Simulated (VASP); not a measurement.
# Sc (P6_3/mmc) in VASP: further runs

The runs below take Sc through single point, relaxation of cell and atoms, with PBE.

All numbers are computed with VASP 6.6.1; they aren't measurements. Logs are shortened: lines on timing, memory, paths and dates and some standing lists are left out, and cuts for length are marked.

**1. The cell of the first run**

The structure is hexagonal, space group P6_3/mmc (No. 194). Conventional cell: a = 3.318 Å, b = 3.318 Å, c = 5.165 Å, α = 90.00°, β = 90.00°, γ = 120.00°. Within 4.2 Å of Sc (site symmetry -6m2) lie 12 Sc at 3.22 to 3.32 Å.

**2. Single point, PBE**

Contents of INCAR:

```
SYSTEM = Sc
PREC = Accurate
ENCUT = 520
EDIFF = 1E-6
ISMEAR = 0
SIGMA = 0.05
LREAL = .FALSE.
LASPH = .TRUE.
NELM = 100
ALGO = Fast
ISIF = 2
LWAVE = .FALSE.
LCHARG = .TRUE.
GGA = PE
LELF = .TRUE.
LVHAR = .TRUE.
NBANDS = 18
```

Contents of KPOINTS:

```
Automatic mesh
0
G
  12 12 6
  0 0 0
```

Contents of POSCAR:

```
Sc
1.0
    3.3176022551      0.0000000000      0.0000000000
   -1.6588011275      2.8731278326      0.0000000000
    0.0000000000      0.0000000000      5.1647115887
Sc
2
Direct
    0.3333333333      0.6666666667      0.7500000000
    0.6666666667      0.3333333333      0.2500000000
```

Potentials or basis: VASP PAW PBE potentials, release 64 (Sc_sv).

Run with:

```sh
> cat potpaw_PBE.64/Sc_sv/POTCAR > POTCAR
> mpirun -np 1 vasp_std > vasp.out
```

OUTCAR:

```text
SYSTEM = Sc
   PREC = Accurate
   ENCUT = 520
   EDIFF = 1E-6
   ISMEAR = 0
   LREAL = .FALSE.
   LASPH = .TRUE.
   NELM = 100
   ISIF = 2
   GGA = PE

 ion  position               nearest neighbor table
   1  0.333  0.667  0.750-   2 3.22   2 3.22   2 3.22   2 3.22   2 3.22   2 3.22
   2  0.667  0.333  0.250-   1 3.22   1 3.22   1 3.22   1 3.22   1 3.22   1 3.22

  LATTYP: Found a hexagonal cell.
 ALAT       =     3.3176022551
 C/A-ratio  =     1.5567603322

  Lattice vectors:

 A1 = (   3.3176022551,   0.0000000000,   0.0000000000)
 A2 = (  -1.6588011275,   2.8731278326,   0.0000000000)
 A3 = (   0.0000000000,   0.0000000000,   5.1647115887)

Analysis of symmetry for initial positions (statically):
=====================================================================
 Subroutine PRICEL returns:
 Original cell was already a primitive cell.

 Routine SETGRP: Setting up the symmetry group for a
 hexagonal supercell.

 Subroutine GETGRP returns: Found 24 space group operations
 (whereof 12 operations were pure point group operations)
 out of a pool of 24 trial point group operations.

The static configuration has the point symmetry D_3d.
 The point group associated with its full space group is D_6h.

Analysis of symmetry for dynamics (positions and initial velocities):
=====================================================================
 Subroutine PRICEL returns:
 Original cell was already a primitive cell.

 Routine SETGRP: Setting up the symmetry group for a
 hexagonal supercell.

 Subroutine GETGRP returns: Found 24 space group operations
 (whereof 12 operations were pure point group operations)
 out of a pool of 24 trial point group operations.

The dynamic configuration has the point symmetry D_3d.
 The point group associated with its full space group is D_6h.

 Subroutine INISYM returns: Found 24 space group operations
 (whereof 12 operations are pure point group operations),
 and found     1 'primitive' translations

----------------------------------------------------------------------------------------

                                     Primitive cell

  volume of cell :      49.2295

  direct lattice vectors                    reciprocal lattice vectors
     3.317602255  0.000000000  0.000000000     0.301422510  0.174026367  0.000000000
    -1.658801128  2.873127833  0.000000000     0.000000000  0.348052735  0.000000000
     0.000000000  0.000000000  5.164711589     0.000000000  0.000000000  0.193621654

  length of vectors
     3.317602255  3.317602255  5.164711589     0.348052735  0.348052735  0.193621654

  position of ions in fractional coordinates (direct lattice)
     0.333333333  0.666666667  0.750000000
     0.666666667  0.333333333  0.250000000

  ion indices of the primitive-cell ions
   primitive index   ion index
                 1           1
                 2           2

----------------------------------------------------------------------------------------

 KPOINTS: Automatic mesh

Automatic generation of k-mesh.
 Grid dimensions read from file:
 generate k-points for:   12   12    6

 Generating k-lattice:

  Cartesian coordinates                     Fractional coordinates (reciprocal lattice)
     0.025118543  0.014502197  0.000000000     0.083333333  0.000000000  0.000000000
     0.000000000  0.029004395  0.000000000     0.000000000  0.083333333  0.000000000
     0.000000000  0.000000000  0.032270276     0.000000000  0.000000000  0.166666667

  Length of vectors
     0.029004395  0.029004395  0.032270276

  Shift w.r.t. Gamma in fractional coordinates (k-lattice)
     0.000000000  0.000000000  0.000000000

 Subroutine IBZKPT returns following result:
 ===========================================

 Found     76 irreducible k-points:

 Following reciprocal coordinates:
            Coordinates               Weight
  0.000000  0.000000  0.000000      1.000000
  0.083333  0.000000  0.000000      6.000000
  0.166667  0.000000  0.000000      6.000000
  0.250000  0.000000  0.000000      6.000000
  0.333333  0.000000  0.000000      6.000000
  0.416667 -0.000000  0.000000      6.000000
[... 16 lines left out ...]
  0.250000  0.000000  0.166667     12.000000
  0.333333  0.000000  0.166667     12.000000
 [... further k-points ...]
   k-points           NKPTS =     76   k-points in BZ     NKDIM =     76   number of bands    NBANDS=     18
   number of dos      NEDOS =    301   number of ions     NIONS =      2
   total plane-waves  NPLWV =  31360
   dimension x,y,z NGX =    28 NGY =   28 NGZ =   40
   dimension x,y,z NGXF=    56 NGYF=   56 NGZF=   80
   ions per type =               2
   NGX,Y,Z   is equivalent  to a cutoff of  14.03, 14.03, 12.88 a.u.
   NGXF,Y,Z  is equivalent  to a cutoff of  28.06, 28.06, 25.75 a.u.
 SYSTEM =  Sc
   PREC   = accura    normal or accurate (medium, high low for compatibility)
   ISTART =      0    job   : 0-new  1-cont  2-samecut
   ICHARG =      2    charge: 1-file 2-atom 10-const
   ISPIN  =      1    spin polarized calculation?
   LNONCOLLINEAR =      F non collinear calculations
   LSORBIT =      F    spin-orbit coupling
   LASPH  =      T    aspherical Exc in radial PAW
   ENCUT  =  520.0 eV  38.22 Ry    6.18 a.u.   6.17  6.17  9.60*2*pi/ulx,y,z
   NELM   =    100;   NELMIN=  2; NELMDL= -5     # of ELM steps
   EDIFF  = 0.1E-05   stopping-criterion for ELM
   LREAL  =      F    real-space projection
   EDIFFG = 0.1E-04   stopping-criterion for IOM
   NSW    =      0    number of steps for IOM
   IBRION =     -1    ionic relax: 0-MD 1-quasi-New 2-CG
   NFREE  =      0    steps in history (QN), initial steepest desc. (CG)
   ISIF   =      2    stress and relaxation
   ISYM   =      2    0-nonsym 1-usesym 2-fastsym
   POTIM  = 0.5000    time-step for ionic-motion
   TEBEG  =    0.0;   TEEND  =   0.0 temperature during run
   PSTRESS=    0.0 pullay stress
   NELECT =      22.0000    total number of electrons
   NUPDOWN=      -1.0000    fix difference up-down
   EMIN   =  10.00;   EMAX   =-10.00  energy-range for DOS
   EFERMI =   0.00;   METHOD = LEGACY
   ISMEAR =     0;   SIGMA  =   0.05  broadening in eV -4-tet -1-fermi 0-gaus
   EFERMI_NEDOS =   21; number of points for ismear=-14 and -15
   IALGO  =     68    algorithm
   IMIX   =      4    mixing-type and parameters
     AMIX     =   0.40;   BMIX     =  1.00
     AMIX_MAG =   1.60;   BMIX_MAG =  1.00
  volume/ion in A,a.u.               =      24.61       166.11
  Fermi-wavevector in a.u.,A,eV,Ry     =   1.251624  2.365227 21.314385  1.566563
  Thomas-Fermi vector in A             =   2.385563
   LORBIT       =      0    0 simple, 1 ext, 2 COOP (PROOUT), +10 PAW based schemes
   GGA     = PE    functional components
   LHFCALC =     F    Hartree Fock is set to
   AEXX    =    0.0000 exact exchange contribution
   IVDW    =     0    specifies the selected vdW correction
   LEPSILON=     F    determine dielectric tensor
   LRPA    =     F    only Hartree local field effects (RPA)
 non-spin polarized calculation
 RMM-DIIS sequential band-by-band and
 Gauss-broadening in eV      SIGMA  =   0.05
  energy-cutoff  :      520.00
  volume of cell :       49.23
 maximum number of plane-waves:      1345
 NGX is ok and might be reduce to    28
   NGX = 13   NGY = 13   NGZ = 19

 number of electron      21.9999995 magnetization

 Free energy of the ion-electron system (eV)
  ---------------------------------------------------
  ext. energy  EPLUGINS =         0.00000000
  ---------------------------------------------------
  free energy    TOTEN  =       -12.50145828 eV

  energy without entropy =      -12.49614915  energy(sigma->0) =      -12.49880371

 E-fermi :   3.6718     XC(G=0):  -9.8823

 val. band max:        3.6615840409   @ k =   0.4167   0.0833   0.3333
 cond. band min:       3.6933362155   @ k =   0.1667   0.1667   0.3333
 fundamental gap:      0.0317521746
 Fermi energy:         3.6717800930

 k-point     1 :       0.0000    0.0000    0.0000
  band No.  band energies     occupation
      1     -45.7266      2.00000
      2     -45.6550      2.00000
      3     -24.5563      2.00000
      4     -24.2152      2.00000
      5     -24.2152      2.00000
      6     -24.1483      2.00000
[... 10 lines left out ...]
     17       5.9985      0.00000
     18       5.9986      0.00000

 k-point     2 :       0.0833    0.0000    0.0000
  band No.  band energies     occupation
      1     -45.7233      2.00000
      2     -45.6540      2.00000
      3     -24.5472      2.00000
      4     -24.2324      2.00000
      5     -24.2213      2.00000
      6     -24.1663      2.00000
[... 10 lines left out ...]
     17       5.8810      0.00000
     18       5.9075      0.00000

 k-point     3 :       0.1667    0.0000    0.0000
  band No.  band energies     occupation
      1     -45.7143      2.00000
      2     -45.6513      2.00000
      3     -24.5213      2.00000
      4     -24.2796      2.00000
      5     -24.2372      2.00000
      6     -24.2148      2.00000
[... 10 lines left out ...]
     17       6.0202      0.00000
     18       6.1047      0.00000

 k-point     4 :       0.2500    0.0000    0.0000
  band No.  band energies     occupation
      1     -45.7013      2.00000
      2     -45.6481      2.00000
      3     -24.4821      2.00000
      4     -24.3448      2.00000
      5     -24.2790      2.00000
      6     -24.2580      2.00000
[... 375 lines left out ...]
      4     -24.2713      2.00000
      5     -24.2336      2.00000
      6     -24.2318      2.00000
[... 10 lines left out ...]
     17       6.1685      0.00000
     18       6.2634      0.00000

 k-point    23 :       0.2500    0.0000    0.1667
  band No.  band energies     occupation
      1     -45.6978      2.00000
      2     -45.6517      2.00000
      3     -24.4757      2.00000
      4     -24.3293      2.00000
      5     -24.2969      2.00000
      6     -24.2519      2.00000
[... 10 lines left out ...]
     17       6.4802      0.00000
     18       6.5041      0.00000

 k-point    24 :       0.3333    0.0000    0.1667
  band No.  band energies     occupation
      1     -45.6845      2.00000
      2     -45.6489      2.00000
      3     -24.4667      2.00000
      4     -24.3773      2.00000
      5     -24.3458      2.00000
      6     -24.2714      2.00000
[... 10 lines left out ...]
     17       6.9018      0.00000
     18       6.9051      0.00000

 [... further k-points ...]

------------------------ aborting loop because EDIFF is reached ----------------------------------------

  FORCE on cell =-STRESS in cart. coord.  units (eV):
  Direction    XX          YY          ZZ          XY          YZ          ZX
  --------------------------------------------------------------------------------------
  -------------------------------------------------------------------------------------
  Total        0.0065329      0.0065329      0.0097463      0.0000000     -0.0000000      0.0000000
  in kB        0.2126152      0.2126152      0.3171940      0.0000000     -0.0000000      0.0000000
  external PRESSURE =       0.2474748 kB  Pullay stress =       0.0000000 kB

 VOLUME and BASIS-vectors are now :
 -----------------------------------------------------------------------------
  energy-cutoff  :      520.00
  volume of cell :       49.23
      direct lattice vectors                 reciprocal lattice vectors
     3.317602255  0.000000000  0.000000000     0.301422510  0.174026367  0.000000000
    -1.658801128  2.873127833  0.000000000     0.000000000  0.348052735  0.000000000
     0.000000000  0.000000000  5.164711589     0.000000000  0.000000000  0.193621654

 POSITION                                       TOTAL-FORCE (eV/Angst)
 -----------------------------------------------------------------------------------
     -0.00000      1.91542      3.87353         0.000000     -0.000000      0.000000
      1.65880      0.95771      1.29118        -0.000000      0.000000      0.000000
 -----------------------------------------------------------------------------------
    total drift:                               -0.000000      0.000000     -0.000000

  FREE ENERGIE OF THE ION-ELECTRON SYSTEM (eV)
  ---------------------------------------------------
  free  energy   TOTEN  =       -12.5014582753 eV

  energy  without entropy=      -12.4961491484  energy(sigma->0) =      -12.49880371
```

It took 49 s on 1 thread of Intel Xeon 6975P-C (Granite Rapids), shared host; peak memory 0.2 GiB.

What came out:

| Item | Value |
| --- | --- |
| Free energy | -12.5015 eV |
| Pressure | 0.0 GPa |
| Band gap on the k mesh | zero (bands 11 and 12 overlap by 1.47 eV) |

**3. Relaxation of cell and atoms, PBE**

This run uses another cell than the first one, of 25.03 Å³/atom.

Contents of INCAR:

```
SYSTEM = Sc
ALGO     = Normal         ! electronic algorithm
EDIFF    = 1E-7           ! SCF threshold, eV
EDIFFG   = -0.01          ! ionic threshold
ENCUT    = 600            ! plane-wave cutoff, eV
GGA      = PE             ! functional
IBRION   = 2              ! ionic algorithm
ISIF     = 3              ! what is computed and relaxed
ISMEAR   = 0              ! smearing method
LASPH    = .TRUE.         ! aspherical terms in the spheres
LCHARG   = .FALSE.        ! write CHGCAR
LREAL    = .FALSE.        ! projectors in reciprocal space
LWAVE    = .FALSE.        ! write WAVECAR
NELM     = 80             ! most SCF steps
NSW      = 80             ! ionic steps
PREC     = Accurate       ! precision mode
SIGMA    = 0.05           ! smearing width, eV
```

Contents of KPOINTS:

```
k-points
0
G
  12 12 6
  0 0 0
```

Contents of POSCAR:

```
Sc
1.0
    3.3100000000      0.0000000000      0.0000000000
   -1.6550000000      2.8665440865      0.0000000000
    0.0000000000      0.0000000000      5.2761400000
Sc
2
Direct
    0.3333333333      0.6666666667      0.7500000000
    0.6666666667      0.3333333333      0.2500000000
```

Potentials or basis: VASP PAW PBE potentials, release 64 (Sc_sv).

Run with:

```sh
> cat potpaw_PBE.64/Sc_sv/POTCAR > POTCAR
> mpirun -np 1 vasp_std > vasp.out
```

OUTCAR:

```text
SYSTEM = Sc
   EDIFF = 1E-7
   EDIFFG = -0.01
   ENCUT = 600
   GGA = PE
   IBRION = 2
   ISIF = 3
   ISMEAR = 0
   LASPH = .TRUE.
   LREAL = .FALSE.
   NELM = 80
   NSW = 80
   PREC = Accurate

 ion  position               nearest neighbor table
   1  0.333  0.667  0.750-   2 3.26   2 3.26   2 3.26   2 3.26   2 3.26   2 3.26
   2  0.667  0.333  0.250-   1 3.26   1 3.26   1 3.26   1 3.26   1 3.26   1 3.26

  LATTYP: Found a hexagonal cell.
 ALAT       =     3.3100000000
 C/A-ratio  =     1.5940000000

  Lattice vectors:

 A1 = (   3.3100000000,   0.0000000000,   0.0000000000)
 A2 = (  -1.6550000000,   2.8665440865,   0.0000000000)
 A3 = (   0.0000000000,   0.0000000000,   5.2761400000)

Analysis of symmetry for initial positions (statically):
=====================================================================
 Subroutine PRICEL returns:
 Original cell was already a primitive cell.
[... 416 lines left out ...]
      8     -24.1302      2.00000
      9      -1.4489      2.00000
     10       2.0463      2.00000
     11       4.2922      0.00000
     12       5.2707      0.00000
     13       5.2707      0.00000
     14       5.5307      0.00000
[... 401 lines left out ...]
      2     -45.6595      2.00000
      3     -24.4764      2.00000
      4     -24.3877      2.00000
      5     -24.3563      2.00000
      6     -24.2821      2.00000
      7     -24.1949      2.00000
      8     -24.1945      2.00000
      9       0.7883      2.00000
     10       2.8426      2.00000
     11       3.3214      2.00000
     12       3.8157      0.00002
     13       4.9875      0.00000
     14       5.2895      0.00000
     15       5.3028      0.00000

 [... further k-points ...]

------------------------ aborting loop because EDIFF is reached ----------------------------------------

  FORCE on cell =-STRESS in cart. coord.  units (eV):
  Direction    XX          YY          ZZ          XY          YZ          ZX
  --------------------------------------------------------------------------------------
  -------------------------------------------------------------------------------------
  Total       -0.0034393     -0.0034393     -0.0030541      0.0000000      0.0000000     -0.0000000
  in kB       -0.1117939     -0.1117939     -0.0992716      0.0000000      0.0000000     -0.0000000
  external PRESSURE =      -0.1076198 kB  Pullay stress =       0.0000000 kB
[... 17 lines left out ...]
  FREE ENERGIE OF THE ION-ELECTRON SYSTEM (eV)
  ---------------------------------------------------
  free  energy   TOTEN  =       -12.5019016334 eV

  energy  without entropy=      -12.4965926383  energy(sigma->0) =      -12.49924714

 reached required accuracy - stopping structural energy minimisation
```

CONTCAR:

```text
Sc
   1.00000000000000
     3.3184689466514148   -0.0000000000000000    0.0000000000000000
    -1.6592344733257074    2.8738784094432170   -0.0000000000000000
     0.0000000000000000   -0.0000000000000000    5.1684453318163177
  Sc
     2
Direct
     0.3333333332999970    0.6666666667000030    0.7500000000000000
     0.6666666667000030    0.3333333332999970    0.2500000000000000

  0.00000000E+00  0.00000000E+00  0.00000000E+00
  0.00000000E+00  0.00000000E+00  0.00000000E+00
```

Run time: 2.1 min. Hardware: 1 thread of Intel Xeon 6975P-C (Granite Rapids), shared host; peak memory 0.22 GiB.

Results:

| Item | Value |
| --- | --- |
| Free energy | -12.5019 eV |
| Relaxed volume | 24.65 Å³/atom |
| Relaxed cell | a = 3.318 Å, b = 3.318 Å, c = 5.168 Å, α = 90.00°, β = 90.00°, γ = 120.00° |
| Space group after relaxing (to 0.1 Å) | P6_3/mmc (No. 194) |
| Energy gained by relaxing | 3.4 meV/atom |
| Ionic steps | 7 |
| Pressure after relaxing | 0.0 GPa |
| Band gap on the k mesh | zero (bands 11 and 12 overlap by 1.47 eV) |

The path:
```
step  energy change (eV)  largest force (eV/Å)  pressure (GPa)  volume (Å³)
   1              0.0000                0.0000           -0.79        50.06
   2             -0.0062                0.0000            0.15        49.16
   3             -0.0063                0.0000            0.26        49.07
   4             -0.0067                0.0000           -0.01        49.29
   5             -0.0067                0.0000           -0.04        49.32
   6             -0.0067                0.0000           -0.04        49.33
   7             -0.0067                0.0000           -0.01        49.29
```

Final structure:
```xyz
2
Lattice="3.3185 0.0000 0.0000 -1.6592 2.8739 0.0000 0.0000 0.0000 5.1684" Properties=species:S:1:pos:R:3 pbc="T T T"
Sc    0.0000    1.9159    3.8763
Sc    1.6592    0.9580    1.2921
```

The gap in the log of VASP goes by the Fermi energy; the results here count the filled bands.